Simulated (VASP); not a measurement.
# BeTe (e600) (F-43m) in VASP: further runs, part 2 of 2

VASP 6.6.1. The steps go on from the part before.

## Step 4: Single point, PBEsol

Contents of INCAR:

```
  ALGO = Normal
  EDIFF = 1E-6
  ENCUT = 600
  GGA = PS
  GGA_COMPAT = False
  ISIF = 2
  ISMEAR = 0
  LASPH = True
  LCHARG = False
  LREAL = False
  LWAVE = False
  NBANDS = 11
  NELM = 120
  PREC = Accurate
  SIGMA = 0.01
```

Contents of KPOINTS:

```
k-points
0
Gamma
  8 8 8
```

Contents of POSCAR:

```
BeTe
1.0
    0.0000000000      2.8025277263      2.8025277263
    2.8025277263      0.0000000000      2.8025277263
    2.8025277263      2.8025277263      0.0000000000
Be Te
1 1
Direct
    0.0000000000      0.0000000000      0.0000000000
    0.2500000000      0.2500000000      0.2500000000
```

Potentials or basis: VASP PAW PBE potentials, release 64 (Be, Te).

Command:

```bash
cat potpaw_PBE.64/Be/POTCAR potpaw_PBE.64/Te/POTCAR > POTCAR
mpirun -np 1 vasp_std > vasp.out
```

OUTCAR:

```text
EDIFF = 1E-6
   ENCUT = 600
   GGA = PS
   ISIF = 2
   ISMEAR = 0
   LASPH = True
   LREAL = False
   NELM = 120
   PREC = Accurate

 ion  position               nearest neighbor table
   1  0.000  0.000  0.000-   2 2.43   2 2.43   2 2.43   2 2.43
   2  0.250  0.250  0.250-   1 2.43   1 2.43   1 2.43   1 2.43

  LATTYP: Found a face centered cubic cell.
 ALAT       =     5.6050554526

  Lattice vectors:

 A1 = (   0.0000000000,   2.8025277263,   2.8025277263)
 A2 = (   2.8025277263,   0.0000000000,   2.8025277263)
 A3 = (   2.8025277263,   2.8025277263,   0.0000000000)

Analysis of symmetry for initial positions (statically):
=====================================================================
 Subroutine PRICEL returns:
 Original cell was already a primitive cell.

 Routine SETGRP: Setting up the symmetry group for a
 face centered cubic supercell.

 Subroutine GETGRP returns: Found 24 space group operations
 (whereof 24 operations were pure point group operations)
 out of a pool of 48 trial point group operations.

The static configuration has the point symmetry T_d .

Analysis of symmetry for dynamics (positions and initial velocities):
=====================================================================
 Subroutine PRICEL returns:
 Original cell was already a primitive cell.

 Routine SETGRP: Setting up the symmetry group for a
 face centered cubic supercell.

 Subroutine GETGRP returns: Found 24 space group operations
 (whereof 24 operations were pure point group operations)
 out of a pool of 48 trial point group operations.

The dynamic configuration has the point symmetry T_d .

 Subroutine INISYM returns: Found 24 space group operations
 (whereof 24 operations are pure point group operations),
 and found     1 'primitive' translations

----------------------------------------------------------------------------------------

                                     Primitive cell
[... 112 lines left out ...]
  volume/ion in A,a.u.               =      22.01       148.54
  Fermi-wavevector in a.u.,A,eV,Ry     =   0.927281  1.752308 11.698982  0.859851
  Thomas-Fermi vector in A             =   2.053334
   LORBIT       =      0    0 simple, 1 ext, 2 COOP (PROOUT), +10 PAW based schemes
   GGA     = PS    functional components
   LHFCALC =     F    Hartree Fock is set to
   AEXX    =    0.0000 exact exchange contribution
   IVDW    =     0    specifies the selected vdW correction
   LEPSILON=     F    determine dielectric tensor
   LRPA    =     F    only Hartree local field effects (RPA)
 non-spin polarized calculation
 Gauss-broadening in eV      SIGMA  =   0.01
  energy-cutoff  :      600.00
  volume of cell :       44.02
 maximum number of plane-waves:      1480
   NGX = 15   NGY = 15   NGZ = 15

 number of electron       8.0000000 magnetization

 Free energy of the ion-electron system (eV)
  ---------------------------------------------------
  ext. energy  EPLUGINS =         0.00000000
  ---------------------------------------------------
  free energy    TOTEN  =        -8.21585931 eV

  energy without entropy =       -8.21585931  energy(sigma->0) =       -8.21585931

 E-fermi :   5.2196     XC(G=0):  -9.2588

 val. band max:        5.1647824595   @ k =   0.0000   0.0000   0.0000
 cond. band min:       6.9826438337   @ k =   0.5000   0.5000   0.0000
 fundamental gap:      1.8178613742
 Fermi energy:         5.2195989893

 k-point     1 :       0.0000    0.0000    0.0000
  band No.  band energies     occupation
      1      -7.2636      2.00000
      2       5.1648      2.00000
      3       5.1648      2.00000
      4       5.1648      2.00000
      5       8.7520      0.00000
      6       8.7520      0.00000
      7       8.7520      0.00000
      8       9.0006      0.00000
      9      13.3770      0.00000
     10      15.4370      0.00000
     11      15.4370      0.00000
[... 309 lines left out ...]
 k-point    24 :      -0.3750    0.2500    0.1250
  band No.  band energies     occupation
      1      -5.6306      2.00000
      2      -0.0671      2.00000
      3       2.1990      2.00000
      4       3.2047      2.00000
      5       9.3024      0.00000
      6       9.5182      0.00000
      7      11.8658      0.00000
      8      12.9267      0.00000
      9      13.6080      0.00000
     10      16.7231      0.00000
     11      17.0305      0.00000

 [... further k-points ...]
[... 5 lines left out ...]
  --------------------------------------------------------------------------------------
  -------------------------------------------------------------------------------------
  Total        0.0685003      0.0685003      0.0685003     -0.0000000      0.0000000      0.0000000
  in kB        2.4930049      2.4930049      2.4930049     -0.0000000      0.0000000      0.0000000
  external PRESSURE =       2.4930049 kB  Pullay stress =       0.0000000 kB

 VOLUME and BASIS-vectors are now :
 -----------------------------------------------------------------------------
  energy-cutoff  :      600.00
  volume of cell :       44.02
      direct lattice vectors                 reciprocal lattice vectors
     0.000000000  2.802527726  2.802527726    -0.178410367  0.178410367  0.178410367
     2.802527726  0.000000000  2.802527726     0.178410367 -0.178410367  0.178410367
     2.802527726  2.802527726  0.000000000     0.178410367  0.178410367 -0.178410367

 POSITION                                       TOTAL-FORCE (eV/Angst)
 -----------------------------------------------------------------------------------
      0.00000      0.00000      0.00000         0.000000     -0.000000     -0.000000
      1.40126      1.40126      1.40126        -0.000000      0.000000      0.000000
 -----------------------------------------------------------------------------------
    total drift:                                0.000000      0.000000      0.000000

  FREE ENERGIE OF THE ION-ELECTRON SYSTEM (eV)
  ---------------------------------------------------
  free  energy   TOTEN  =        -8.2158593065 eV

  energy  without entropy=       -8.2158593065  energy(sigma->0) =       -8.21585931
```

OSZICAR:

```text
N       E                     dE             d eps       ncg     rms          rms(c)
DAV:   1     0.206101176095E+02    0.20610E+02   -0.36210E+03   638   0.660E+02
DAV:   2    -0.717507410215E+01   -0.27785E+02   -0.26818E+02   860   0.101E+02
DAV:   3    -0.835027254097E+01   -0.11752E+01   -0.11725E+01   836   0.209E+01
DAV:   4    -0.836109025646E+01   -0.10818E-01   -0.10816E-01   778   0.229E+00
DAV:   5    -0.836127325910E+01   -0.18300E-03   -0.18300E-03   801   0.287E-01    0.404E+00
DAV:   6    -0.825381797184E+01    0.10746E+00   -0.10137E-01   743   0.126E+00    0.242E+00
DAV:   7    -0.821568498267E+01    0.38133E-01   -0.10105E-01   746   0.135E+00    0.414E-01
DAV:   8    -0.821573109520E+01   -0.46113E-04   -0.51705E-03   719   0.413E-01    0.900E-02
DAV:   9    -0.821584242948E+01   -0.11133E-03   -0.18319E-04   782   0.843E-02    0.276E-02
DAV:  10    -0.821585898670E+01   -0.16557E-04   -0.32661E-05   703   0.277E-02    0.125E-02
DAV:  11    -0.821585930648E+01   -0.31979E-06   -0.95256E-07   788   0.615E-03
   1 F= -.82158593E+01 E0= -.82158593E+01  d E =-.294683E-17
```

Wall time 22 s (1 thread of Intel Xeon 8259CL, shared host); peak memory 0.18 GiB.

Results:

| Property | Result |
| --- | --- |
| Free energy | -8.2159 eV |
| Pressure | 0.2 GPa |
| Band gap on the k mesh | 1.82 eV, indirect (least direct gap 3.59 eV) |

Caveat: the PAW data sets were made with another functional, which shifts forces and pressure a little; spin-orbit coupling is left out, which moves the levels of the heavy elements. A k mesh can miss the band edges.
